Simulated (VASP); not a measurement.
# Si2Ni (I4mm) in VASP: notebook

The runs below take Si2Ni through single point, with PBEsol.

Everything below comes from runs of VASP 6.6.1. Logs are shortened: lines on timing, memory, paths and dates and some standing lists are left out, and cuts for length are marked.

## Step 1: The cell of the first run

Symmetry: I4mm, No. 107, tetragonal system. The conventional cell has a = 3.812 Å, b = 3.812 Å, c = 5.391 Å, α = 90.00°, β = 90.00°, γ = 90.00°. Within 2.8 Å of Si (site symmetry 2mm) lie 4 Ni at 2.09 to 2.65 Å and 6 Si at 2.70 Å. Ni (site symmetry 4mm) has 8 Si at 2.09 to 2.65 Å within 2.8 Å.

## Step 2: Single point, PBEsol (all Si atoms moved -0.500 Å, as atom 1 along Cartesian [1 0 0])

INCAR

```
SYSTEM = Si2Ni
PREC     = Accurate       ! precision mode
ENCUT    = 520            ! plane-wave cutoff, eV
EDIFF    = 1E-6           ! SCF threshold, eV
ISMEAR   = 0              ! smearing method
SIGMA    = 0.15           ! smearing width, eV
LREAL    = .False.        ! projectors in reciprocal space
LASPH    = .True.         ! aspherical terms in the spheres
NELM     = 80             ! most SCF steps
ALGO     = Normal         ! electronic algorithm
ISIF     = 2              ! what is computed and relaxed
LWAVE    = .False.        ! write WAVECAR
LCHARG   = .False.        ! write CHGCAR
GGA      = PS             ! functional
NBANDS   = 16             ! bands
```

KPOINTS

```
Automatic mesh
0
Gamma
  16 16 16
  0 0 0
```

POSCAR

```
Si2Ni
1.0
    0.0000000000      2.6957048548      2.6957048548
    2.6957048548      0.0000000000      2.6957048548
    2.6957048548      2.6957048548      0.0000000000
Si Ni
2 1
Direct
    0.3427401231      0.1572598769      0.1572598769
    0.8427401231      0.6572598769      0.6572598769
    0.0000000000      0.0000000000      0.0000000000
```

Potentials or basis: VASP PAW PBE potentials, release 64 (Si, Ni).

On the command line:

```
$ cat potpaw_PBE.64/Si/POTCAR potpaw_PBE.64/Ni/POTCAR > POTCAR
$ mpirun -np 1 vasp_std > vasp.out
```

OUTCAR:

```text
SYSTEM = Si2Ni
   PREC = Accurate
   ENCUT = 520
   EDIFF = 1E-6
   ISMEAR = 0
   LREAL = .False.
   LASPH = .True.
   NELM = 80
   ISIF = 2
   GGA = PS

 ion  position               nearest neighbor table
   1  0.343  0.157  0.157-   3 2.09   3 2.09   3 2.65   3 2.65   2 2.70   2 2.70   2 2.70   2 2.70
                             2 2.70   2 2.70
   2  0.843  0.657  0.657-   3 2.09   3 2.09   3 2.65   3 2.65   1 2.70   1 2.70   1 2.70   1 2.70
                             1 2.70   1 2.70
   3  0.000  0.000  0.000-   2 2.09   2 2.09   1 2.09   1 2.09   2 2.65   1 2.65   1 2.65   2 2.65

  LATTYP: Found a face centered cubic cell.
 ALAT       =     5.3914097096

  Lattice vectors:

 A1 = (   0.0000000000,   2.6957048548,   2.6957048548)
 A2 = (   2.6957048548,   0.0000000000,   2.6957048548)
 A3 = (   2.6957048548,   2.6957048548,   0.0000000000)

Analysis of symmetry for initial positions (statically):
=====================================================================
 Subroutine PRICEL returns:
 Original cell was already a primitive cell.

 Routine SETGRP: Setting up the symmetry group for a
 face centered cubic supercell.

 Subroutine GETGRP returns: Found  8 space group operations
 (whereof  8 operations were pure point group operations)
 out of a pool of 48 trial point group operations.

The static configuration has the point symmetry C_4v.

Analysis of symmetry for dynamics (positions and initial velocities):
=====================================================================
 Subroutine PRICEL returns:
 Original cell was already a primitive cell.

 Routine SETGRP: Setting up the symmetry group for a
 face centered cubic supercell.

 Subroutine GETGRP returns: Found  8 space group operations
 (whereof  8 operations were pure point group operations)
 out of a pool of 48 trial point group operations.

The dynamic configuration has the point symmetry C_4v.

 Subroutine INISYM returns: Found  8 space group operations
 (whereof  8 operations are pure point group operations),
 and found     1 'primitive' translations

----------------------------------------------------------------------------------------

                                     Primitive cell

  volume of cell :      39.1784

  direct lattice vectors                    reciprocal lattice vectors
     0.000000000  2.695704855  2.695704855    -0.185480246  0.185480246  0.185480246
     2.695704855  0.000000000  2.695704855     0.185480246 -0.185480246  0.185480246
     2.695704855  2.695704855  0.000000000     0.185480246  0.185480246 -0.185480246

[... 83 lines left out ...]
   ENCUT  =  520.0 eV  38.22 Ry    6.18 a.u.   7.09  7.09  7.09*2*pi/ulx,y,z
   NELM   =     80;   NELMIN=  2; NELMDL= -5     # of ELM steps
   EDIFF  = 0.1E-05   stopping-criterion for ELM
   LREAL  =      F    real-space projection
   EDIFFG = 0.1E-04   stopping-criterion for IOM
   NSW    =      0    number of steps for IOM
   IBRION =     -1    ionic relax: 0-MD 1-quasi-New 2-CG
   NFREE  =      0    steps in history (QN), initial steepest desc. (CG)
   ISIF   =      2    stress and relaxation
   ISYM   =      2    0-nonsym 1-usesym 2-fastsym
   POTIM  = 0.5000    time-step for ionic-motion
   TEBEG  =    0.0;   TEEND  =   0.0 temperature during run
   PSTRESS=    0.0 pullay stress
   NELECT =      18.0000    total number of electrons
   NUPDOWN=      -1.0000    fix difference up-down
   EMIN   =  10.00;   EMAX   =-10.00  energy-range for DOS
   EFERMI =   0.00;   METHOD = LEGACY
   ISMEAR =     0;   SIGMA  =   0.15  broadening in eV -4-tet -1-fermi 0-gaus
   EFERMI_NEDOS =   21; number of points for ismear=-14 and -15
   IALGO  =     38    algorithm
   IMIX   =      4    mixing-type and parameters
     AMIX     =   0.40;   BMIX     =  1.00
     AMIX_MAG =   1.60;   BMIX_MAG =  1.00
  volume/ion in A,a.u.               =      13.06        88.13
  Fermi-wavevector in a.u.,A,eV,Ry     =   1.263233  2.387163 21.711587  1.595757
  Thomas-Fermi vector in A             =   2.396600
   LORBIT       =      0    0 simple, 1 ext, 2 COOP (PROOUT), +10 PAW based schemes
   GGA     = PS    functional components
   LHFCALC =     F    Hartree Fock is set to
   AEXX    =    0.0000 exact exchange contribution
   IVDW    =     0    specifies the selected vdW correction
   LEPSILON=     F    determine dielectric tensor
   LRPA    =     F    only Hartree local field effects (RPA)
 non-spin polarized calculation
 Gauss-broadening in eV      SIGMA  =   0.15
  energy-cutoff  :      520.00
  volume of cell :       39.18
 maximum number of plane-waves:      1069
   NGX = 15   NGY = 15   NGZ = 15

 number of electron      17.9999995 magnetization

 Free energy of the ion-electron system (eV)
  ---------------------------------------------------
  ext. energy  EPLUGINS =         0.00000000
  ---------------------------------------------------
  free energy    TOTEN  =       -17.74171202 eV

  energy without entropy =      -17.73073673  energy(sigma->0) =      -17.73622437

 E-fermi :  10.2987     XC(G=0): -11.7038

 val. band max:       10.2941209262   @ k =  -0.4375   0.4375   0.0625
 cond. band min:      10.3124029380   @ k =  -0.4375   0.3750   0.0000
 fundamental gap:      0.0182820119
 Fermi energy:        10.2987380195

 k-point     1 :       0.0000    0.0000    0.0000
  band No.  band energies     occupation
      1      -3.4544      2.00000
      2       4.6353      2.00000
      3       5.2316      2.00000
      4       5.2316      2.00000
      5       6.3776      2.00000
      6       6.6980      2.00000
[... 433 lines left out ...]
      3       5.3405      2.00000
      4       5.3977      2.00000
      5       6.1390      2.00000
      6       6.4142      2.00000
[... 8 lines left out ...]
     15      19.8757      0.00000
     16      20.3718      0.00000

 [... further k-points ...]
[... 5 lines left out ...]
  --------------------------------------------------------------------------------------
  -------------------------------------------------------------------------------------
  Total        1.2846735      5.3425808      5.3425808     -0.0000000      0.0000000      0.0000000
  in kB       52.5359175    218.4814983    218.4814983     -0.0000000      0.0000000      0.0000000
  external PRESSURE =     163.1663047 kB  Pullay stress =       0.0000000 kB

 VOLUME and BASIS-vectors are now :
 -----------------------------------------------------------------------------
  energy-cutoff  :      520.00
  volume of cell :       39.18
      direct lattice vectors                 reciprocal lattice vectors
     0.000000000  2.695704855  2.695704855    -0.185480246  0.185480246  0.185480246
     2.695704855  0.000000000  2.695704855     0.185480246 -0.185480246  0.185480246
     2.695704855  2.695704855  0.000000000     0.185480246  0.185480246 -0.185480246

 POSITION                                       TOTAL-FORCE (eV/Angst)
 -----------------------------------------------------------------------------------
      0.84785      1.34785      1.34785         2.386063      0.000000      0.000000
      3.54356      4.04356      4.04356         2.386063      0.000000      0.000000
      0.00000      0.00000      0.00000        -4.772125      0.000000      0.000000
 -----------------------------------------------------------------------------------
    total drift:                               -0.000033      0.000000      0.000000

  FREE ENERGIE OF THE ION-ELECTRON SYSTEM (eV)
  ---------------------------------------------------
  free  energy   TOTEN  =       -17.7417120154 eV

  energy  without entropy=      -17.7307367298  energy(sigma->0) =      -17.73622437
```

OSZICAR:

```text
N       E                     dE             d eps       ncg     rms          rms(c)
DAV:   1     0.665337890361E+02    0.66534E+02   -0.78544E+03 11200   0.116E+03
DAV:   2    -0.160693876030E+02   -0.82603E+02   -0.75808E+02 12280   0.218E+02
DAV:   3    -0.196832237282E+02   -0.36138E+01   -0.35498E+01 14520   0.498E+01
DAV:   4    -0.197409741696E+02   -0.57750E-01   -0.57727E-01 13328   0.601E+00
DAV:   5    -0.197424376472E+02   -0.14635E-02   -0.14634E-02 14744   0.100E+00    0.165E+01
DAV:   6    -0.227576909031E+02   -0.30153E+01   -0.32893E+01 11648   0.138E+02    0.201E+01
DAV:   7    -0.178215757042E+02    0.49361E+01   -0.10586E+01 14040   0.901E+01    0.335E+00
DAV:   8    -0.178070879669E+02    0.14488E-01   -0.12847E+00 15816   0.161E+01    0.285E+00
DAV:   9    -0.177426216205E+02    0.64466E-01   -0.26085E-01 13816   0.107E+01    0.551E-01
DAV:  10    -0.177418752945E+02    0.74633E-03   -0.11041E-02 15224   0.157E+00    0.255E-01
DAV:  11    -0.177417041149E+02    0.17118E-03   -0.88247E-04 16784   0.313E-01    0.455E-02
DAV:  12    -0.177417170385E+02   -0.12924E-04   -0.63382E-05 14560   0.122E-01    0.362E-02
DAV:  13    -0.177417119898E+02    0.50487E-05   -0.19731E-05 15112   0.102E-01    0.289E-03
DAV:  14    -0.177417120154E+02   -0.25649E-07   -0.15759E-06  8784   0.910E-03
   1 F= -.17741712E+02 E0= -.17736224E+02  d E =-.109753E-01
```

stdout:

```text
POSCAR found type information on POSCAR SiNi
 POSCAR found :  2 types and       3 ions
 scaLAPACK will be used
 -----------------------------------------------------------------------------
|                                                                             |
|                                                                             |
|     You enforced a specific xc type in the INCAR file but a different       |
|     I HOPE YOU KNOW WHAT YOU ARE DOING!                                     |
|                                                                             |
 -----------------------------------------------------------------------------

 LDA part: xc-table for (Slater+PW92), standard interpolation
 POSCAR, INCAR and KPOINTS ok, starting setup
 FFT: planning ... GRIDC
 FFT: planning ... GRID_SOFT
 FFT: planning ... GRID
 WAVECAR not read
 entering main loop
```

Wall time 3.6 min (1 thread of Intel Xeon 8259CL, shared host); peak memory 0.33 GiB.

Results:

- Free energy: -17.7417 eV
- Pressure: 16.3 GPa
- Largest force: 4.772 eV/Å
- Band gap on the k mesh: zero (bands 9 and 10 overlap by 1.46 eV)

Forces in eV/Å, atoms in the order of the input:
```
Si   2.386  0.000  0.000
Si   2.386  0.000  0.000
Ni  -4.772  0.000  0.000
```

Caveat: the cell differs from its parent crystal (all Si atoms moved -0.500 Å, as atom 1 along Cartesian [1 0 0]); the cell stands under pressure; the PAW data sets were made with another functional, which shifts forces and pressure a little. Spin polarisation is off, so any magnetic state and its effect on volume and gap are missing.

(Part 1 of 2 ends here.)
